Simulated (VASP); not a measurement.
# ZnS (F-43m) in VASP: a series of runs, part 2 of 2

VASP 6.6.1.

## (3) Single point, LDA

Input file INCAR:

```
PREC     = Accurate       # precision mode
ENCUT    = 500            # plane-wave cutoff, eV
EDIFF    = 1E-6           # SCF threshold, eV
ISMEAR   = 0              # smearing method
SIGMA    = 0.01           # smearing width, eV
LREAL    = F              # projectors in reciprocal space
LASPH    = T              # aspherical terms in the spheres
NELM     = 120            # most SCF steps
ALGO     = Normal         # electronic algorithm
ISIF     = 2              # what is computed and relaxed
LWAVE    = F              # write WAVECAR
LCHARG   = F              # write CHGCAR
GGA      = CA             # functional
NBANDS   = 16             # bands
GGA_COMPAT= F
```

Input file KPOINTS:

```
Automatic mesh
0
Gamma
  5 5 5
```

Input file POSCAR:

```
ZnS
1.0
    0.0000000000      2.7020000000      2.7020000000
    2.7020000000      0.0000000000      2.7020000000
    2.7020000000      2.7020000000      0.0000000000
Zn S
1 1
Direct
    0.2500000000      0.2500000000      0.2500000000
    0.0000000000      0.0000000000      0.0000000000
```

Potentials or basis: VASP PAW LDA potentials, release 64 (Zn, S).

On the command line:

```sh
cat potpaw_LDA.64/Zn/POTCAR potpaw_LDA.64/S/POTCAR > POTCAR
mpirun -np 1 vasp_std > vasp.out
```

OUTCAR:

```text
PREC = Accurate
   ENCUT = 500
   EDIFF = 1E-6
   ISMEAR = 0
   LREAL = F
   LASPH = T
   NELM = 120
   ISIF = 2
   GGA = CA

 ion  position               nearest neighbor table
   1  0.250  0.250  0.250-   2 2.34   2 2.34   2 2.34   2 2.34
   2  0.000  0.000  0.000-   1 2.34   1 2.34   1 2.34   1 2.34

  LATTYP: Found a face centered cubic cell.
 ALAT       =     5.4040000000

  Lattice vectors:

 A1 = (   0.0000000000,   2.7020000000,   2.7020000000)
 A2 = (   2.7020000000,   0.0000000000,   2.7020000000)
 A3 = (   2.7020000000,   2.7020000000,   0.0000000000)

Analysis of symmetry for initial positions (statically):
=====================================================================
 Subroutine PRICEL returns:
 Original cell was already a primitive cell.

 Routine SETGRP: Setting up the symmetry group for a
 face centered cubic supercell.

 Subroutine GETGRP returns: Found 24 space group operations
 (whereof 24 operations were pure point group operations)
 out of a pool of 48 trial point group operations.

The static configuration has the point symmetry T_d .

Analysis of symmetry for dynamics (positions and initial velocities):
=====================================================================
 Subroutine PRICEL returns:
 Original cell was already a primitive cell.

 Routine SETGRP: Setting up the symmetry group for a
 face centered cubic supercell.

 Subroutine GETGRP returns: Found 24 space group operations
 (whereof 24 operations were pure point group operations)
 out of a pool of 48 trial point group operations.

The dynamic configuration has the point symmetry T_d .

 Subroutine INISYM returns: Found 24 space group operations
 (whereof 24 operations are pure point group operations),
 and found     1 'primitive' translations

----------------------------------------------------------------------------------------

                                     Primitive cell
[... 93 lines left out ...]
   IALGO  =     38    algorithm
   IMIX   =      4    mixing-type and parameters
     AMIX     =   0.40;   BMIX     =  1.00
     AMIX_MAG =   1.60;   BMIX_MAG =  1.00
  volume/ion in A,a.u.               =      19.73       133.12
  Fermi-wavevector in a.u.,A,eV,Ry     =   1.260290  2.381602 21.610537  1.588330
  Thomas-Fermi vector in A             =   2.393807
   LORBIT       =      0    0 simple, 1 ext, 2 COOP (PROOUT), +10 PAW based schemes
   GGA     = CA    functional components
   LHFCALC =     F    Hartree Fock is set to
   AEXX    =    0.0000 exact exchange contribution
   IVDW    =     0    specifies the selected vdW correction
   LEPSILON=     F    determine dielectric tensor
   LRPA    =     F    only Hartree local field effects (RPA)
 non-spin polarized calculation
 Gauss-broadening in eV      SIGMA  =   0.01
  energy-cutoff  :      500.00
  volume of cell :       39.45
 maximum number of plane-waves:      1006
   NGX = 13   NGY = 13   NGZ = 13

 number of electron      18.0000000 magnetization

 Free energy of the ion-electron system (eV)
  ---------------------------------------------------
  ext. energy  EPLUGINS =         0.00000000
  ---------------------------------------------------
  free energy    TOTEN  =        -8.16349822 eV

  energy without entropy =       -8.16349822  energy(sigma->0) =       -8.16349822

 E-fermi :   2.0077     XC(G=0): -10.0371

 val. band max:        1.9339240712   @ k =   0.0000   0.0000   0.0000
 cond. band min:       3.8178862874   @ k =   0.0000   0.0000   0.0000
 fundamental gap:      1.8839622162
 Fermi energy:         2.0076520449

 k-point     1 :       0.0000    0.0000    0.0000
  band No.  band energies     occupation
      1     -11.1749      2.00000
      2      -4.5702      2.00000
      3      -4.5702      2.00000
      4      -4.5702      2.00000
      5      -4.0899      2.00000
      6      -4.0899      2.00000
[... 167 lines left out ...]
      3      -4.3508      2.00000
      4      -4.1920      2.00000
      5      -4.0749      2.00000
      6      -3.8433      2.00000
[... 8 lines left out ...]
     15      15.1464      0.00000
     16      17.3130      0.00000

------------------------ aborting loop because EDIFF is reached ----------------------------------------

  FORCE on cell =-STRESS in cart. coord.  units (eV):
  Direction    XX          YY          ZZ          XY          YZ          ZX
  --------------------------------------------------------------------------------------
  -------------------------------------------------------------------------------------
  Total       -1.0635751     -1.0635751     -1.0635751     -0.0000000      0.0000000      0.0000000
  in kB      -43.1909445    -43.1909445    -43.1909445     -0.0000000      0.0000000      0.0000000
  external PRESSURE =     -43.1909445 kB  Pullay stress =       0.0000000 kB

 VOLUME and BASIS-vectors are now :
 -----------------------------------------------------------------------------
  energy-cutoff  :      500.00
  volume of cell :       39.45
      direct lattice vectors                 reciprocal lattice vectors
     0.000000000  2.702000000  2.702000000    -0.185048113  0.185048113  0.185048113
     2.702000000  0.000000000  2.702000000     0.185048113 -0.185048113  0.185048113
     2.702000000  2.702000000  0.000000000     0.185048113  0.185048113 -0.185048113

 POSITION                                       TOTAL-FORCE (eV/Angst)
 -----------------------------------------------------------------------------------
      1.35100      1.35100      1.35100        -0.000000     -0.000000     -0.000000
      0.00000      0.00000      0.00000         0.000000      0.000000      0.000000
 -----------------------------------------------------------------------------------
    total drift:                               -0.000001     -0.000001     -0.000001

  FREE ENERGIE OF THE ION-ELECTRON SYSTEM (eV)
  ---------------------------------------------------
  free  energy   TOTEN  =        -8.1634982239 eV

  energy  without entropy=       -8.1634982239  energy(sigma->0) =       -8.16349822
```

OSZICAR:

```text
N       E                     dE             d eps       ncg     rms          rms(c)
DAV:   1     0.774216568125E+02    0.77422E+02   -0.83264E+03   320   0.129E+03
DAV:   2    -0.359212228541E+01   -0.81014E+02   -0.76080E+02   344   0.253E+02
DAV:   3    -0.854861981416E+01   -0.49565E+01   -0.49325E+01   432   0.586E+01
DAV:   4    -0.859479685005E+01   -0.46177E-01   -0.46172E-01   352   0.594E+00
DAV:   5    -0.859531204646E+01   -0.51520E-03   -0.51516E-03   432   0.611E-01    0.680E+00
DAV:   6    -0.819722264421E+01    0.39809E+00   -0.72887E-01   456   0.306E+01    0.533E+00
DAV:   7    -0.817005097561E+01    0.27172E-01   -0.22980E-01   392   0.460E+00    0.254E+00
DAV:   8    -0.816400275446E+01    0.60482E-02   -0.48645E-03   464   0.951E-01    0.572E-01
DAV:   9    -0.816348471792E+01    0.51804E-03   -0.94431E-04   376   0.242E-01    0.965E-02
DAV:  10    -0.816349913155E+01   -0.14414E-04   -0.61993E-05   384   0.606E-02    0.195E-02
DAV:  11    -0.816349822389E+01    0.90766E-06   -0.44137E-06   360   0.181E-02
   1 F= -.81634982E+01 E0= -.81634982E+01  d E =-.334254E-27
```

It took 2.9 s on 1 thread of Intel Xeon Platinum 8559C (Emerald Rapids), shared host; peak memory 0.13 GiB.

What came out:

| Property | Result |
| --- | --- |
| Free energy | -8.1635 eV |
| Pressure | -4.3 GPa |
| Band gap on the k mesh | 1.88 eV, direct |

Levels at points of the mesh, in eV from the valence-band top:
```csv
k point,band 5,band 6,band 7,band 8,band 9,band 10,band 11,band 12,band 13,band 14
"(0.00, 0.00, 0.00)",-6.02,-6.02,0.00,0.00,0.00,1.88,6.25,6.25,6.25,11.51
```

## (4) Single point, RPBE

Input file INCAR:

```
PREC = Accurate
ENCUT = 500
EDIFF = 1E-6
ISMEAR = 0
SIGMA = 0.01
LREAL = False
LASPH = True
NELM = 120
ALGO = Normal
ISIF = 2
LWAVE = False
LCHARG = True
GGA = RP
LELF = True
LVHAR = True
NBANDS = 16
GGA_COMPAT = False
```

KPOINTS is that of step 3.

POSCAR is that of step 3.

Potentials or basis: VASP PAW PBE potentials, release 64 (Zn, S).

On the command line:

```sh
cat potpaw_PBE.64/Zn/POTCAR potpaw_PBE.64/S/POTCAR > POTCAR
mpirun -np 1 vasp_std > vasp.out
```

OUTCAR:

```text
PREC = Accurate
   ENCUT = 500
   EDIFF = 1E-6
   ISMEAR = 0
   LREAL = False
   LASPH = True
   NELM = 120
   ISIF = 2
   GGA = RP

 ion  position               nearest neighbor table
   1  0.250  0.250  0.250-   2 2.34   2 2.34   2 2.34   2 2.34
   2  0.000  0.000  0.000-   1 2.34   1 2.34   1 2.34   1 2.34

  LATTYP: Found a face centered cubic cell.
 ALAT       =     5.4040000000

  Lattice vectors:

 A1 = (   0.0000000000,   2.7020000000,   2.7020000000)
 A2 = (   2.7020000000,   0.0000000000,   2.7020000000)
 A3 = (   2.7020000000,   2.7020000000,   0.0000000000)

Analysis of symmetry for initial positions (statically):
=====================================================================
 Subroutine PRICEL returns:
 Original cell was already a primitive cell.

 Routine SETGRP: Setting up the symmetry group for a
 face centered cubic supercell.

 Subroutine GETGRP returns: Found 24 space group operations
 (whereof 24 operations were pure point group operations)
 out of a pool of 48 trial point group operations.

The static configuration has the point symmetry T_d .

Analysis of symmetry for dynamics (positions and initial velocities):
=====================================================================
 Subroutine PRICEL returns:
 Original cell was already a primitive cell.

 Routine SETGRP: Setting up the symmetry group for a
 face centered cubic supercell.

 Subroutine GETGRP returns: Found 24 space group operations
 (whereof 24 operations were pure point group operations)
 out of a pool of 48 trial point group operations.

The dynamic configuration has the point symmetry T_d .

 Subroutine INISYM returns: Found 24 space group operations
 (whereof 24 operations are pure point group operations),
 and found     1 'primitive' translations

----------------------------------------------------------------------------------------

                                     Primitive cell
[... 93 lines left out ...]
   IALGO  =     38    algorithm
   IMIX   =      4    mixing-type and parameters
     AMIX     =   0.40;   BMIX     =  1.00
     AMIX_MAG =   1.60;   BMIX_MAG =  1.00
  volume/ion in A,a.u.               =      19.73       133.12
  Fermi-wavevector in a.u.,A,eV,Ry     =   1.260290  2.381602 21.610537  1.588330
  Thomas-Fermi vector in A             =   2.393807
   LORBIT       =      0    0 simple, 1 ext, 2 COOP (PROOUT), +10 PAW based schemes
   GGA     = RP    functional components
   LHFCALC =     F    Hartree Fock is set to
   AEXX    =    0.0000 exact exchange contribution
   IVDW    =     0    specifies the selected vdW correction
   LEPSILON=     F    determine dielectric tensor
   LRPA    =     F    only Hartree local field effects (RPA)
 non-spin polarized calculation
 Gauss-broadening in eV      SIGMA  =   0.01
  energy-cutoff  :      500.00
  volume of cell :       39.45
 maximum number of plane-waves:      1006
   NGX = 13   NGY = 13   NGZ = 13

 number of electron      18.0000000 magnetization

 Free energy of the ion-electron system (eV)
  ---------------------------------------------------
  ext. energy  EPLUGINS =         0.00000000
  ---------------------------------------------------
  free energy    TOTEN  =        -6.16331458 eV

  energy without entropy =       -6.16331458  energy(sigma->0) =       -6.16331458

 E-fermi :   2.2717     XC(G=0):  -9.4060

 val. band max:        2.2268974477   @ k =   0.0000   0.0000   0.0000
 cond. band min:       4.5061561003   @ k =   0.0000   0.0000   0.0000
 fundamental gap:      2.2792586526
 Fermi energy:         2.2716926784

 k-point     1 :       0.0000    0.0000    0.0000
  band No.  band energies     occupation
      1     -10.8968      2.00000
      2      -4.0722      2.00000
      3      -4.0722      2.00000
      4      -4.0722      2.00000
      5      -3.5697      2.00000
      6      -3.5697      2.00000
[... 167 lines left out ...]
      3      -3.8416      2.00000
      4      -3.6782      2.00000
      5      -3.5543      2.00000
      6      -3.3358      2.00000
[... 8 lines left out ...]
     15      15.6207      0.00000
     16      17.7143      0.00000

------------------------ aborting loop because EDIFF is reached ----------------------------------------

  FORCE on cell =-STRESS in cart. coord.  units (eV):
  Direction    XX          YY          ZZ          XY          YZ          ZX
  --------------------------------------------------------------------------------------
  -------------------------------------------------------------------------------------
  Total        1.0774124      1.0774124      1.0774124      0.0000000      0.0000000     -0.0000000
  in kB       43.7528659     43.7528659     43.7528659      0.0000000      0.0000000     -0.0000000
  external PRESSURE =      43.7528659 kB  Pullay stress =       0.0000000 kB

 VOLUME and BASIS-vectors are now :
 -----------------------------------------------------------------------------
  energy-cutoff  :      500.00
  volume of cell :       39.45
      direct lattice vectors                 reciprocal lattice vectors
     0.000000000  2.702000000  2.702000000    -0.185048113  0.185048113  0.185048113
     2.702000000  0.000000000  2.702000000     0.185048113 -0.185048113  0.185048113
     2.702000000  2.702000000  0.000000000     0.185048113  0.185048113 -0.185048113

 POSITION                                       TOTAL-FORCE (eV/Angst)
 -----------------------------------------------------------------------------------
      1.35100      1.35100      1.35100         0.000000      0.000000      0.000000
      0.00000      0.00000      0.00000        -0.000000     -0.000000     -0.000000
 -----------------------------------------------------------------------------------
    total drift:                               -0.000000     -0.000000     -0.000000

  FREE ENERGIE OF THE ION-ELECTRON SYSTEM (eV)
  ---------------------------------------------------
  free  energy   TOTEN  =        -6.1633145802 eV

  energy  without entropy=       -6.1633145802  energy(sigma->0) =       -6.16331458
```

OSZICAR:

```text
N       E                     dE             d eps       ncg     rms          rms(c)
DAV:   1     0.796864460417E+02    0.79686E+02   -0.83406E+03   320   0.129E+03
DAV:   2    -0.159722200480E+01   -0.81284E+02   -0.76319E+02   344   0.253E+02
DAV:   3    -0.653083150184E+01   -0.49336E+01   -0.49107E+01   432   0.582E+01
DAV:   4    -0.657643404045E+01   -0.45603E-01   -0.45598E-01   352   0.588E+00
DAV:   5    -0.657693160590E+01   -0.49757E-03   -0.49752E-03   416   0.599E-01    0.743E+00
DAV:   6    -0.617700380006E+01    0.39993E+00   -0.68158E-01   472   0.285E+01    0.577E+00
DAV:   7    -0.615900467542E+01    0.17999E-01   -0.27303E-01   360   0.438E+00    0.297E+00
DAV:   8    -0.616183010735E+01   -0.28254E-02   -0.69885E-03   376   0.849E-01    0.779E-01
DAV:   9    -0.616287579134E+01   -0.10457E-02   -0.18430E-03   336   0.335E-01    0.108E-01
DAV:  10    -0.616331504691E+01   -0.43926E-03   -0.65057E-04   384   0.221E-01    0.758E-02
DAV:  11    -0.616330949794E+01    0.55490E-05   -0.66893E-05   360   0.127E-01    0.136E-02
DAV:  12    -0.616331383905E+01   -0.43411E-05   -0.12998E-05   408   0.272E-02    0.827E-03
DAV:  13    -0.616331458019E+01   -0.74114E-06   -0.36964E-06   368   0.163E-02
   1 F= -.61633146E+01 E0= -.61633146E+01  d E =-.261204E-12
```

Wall time 4.6 s (1 thread of Intel Xeon Platinum 8559C (Emerald Rapids), shared host); peak memory 0.14 GiB.

Results:

| Property | Result |
| --- | --- |
| Free energy | -6.1633 eV |
| Pressure | 4.4 GPa |
| Band gap on the k mesh | 2.28 eV, direct |

Caveat: the PAW data sets were made with another functional, which shifts forces and pressure a little. As with any semilocal functional, this RPBE gap is likely too small.

## (5) Overview

```tsv
level	potentials or basis	gap on the mesh (eV)	pressure (GPa)
revPBE	VASP PAW PBE potentials, release 64 (Zn, S)	2.23	3.7
LDA	VASP PAW LDA potentials, release 64 (Zn, S)	1.88	-4.3
RPBE	VASP PAW PBE potentials, release 64 (Zn, S)	2.28	4.4
```

Alike in all rows: task single point; no spin polarisation; cell as given; k mesh 5 × 5 × 5; cutoff (eV) 500; smearing gaussian 0.01 eV.

Caveats: the PAW data sets were made with another functional, which shifts forces and pressure a little (some runs).

Absolute energies hang on the potentials; compare differences alone.
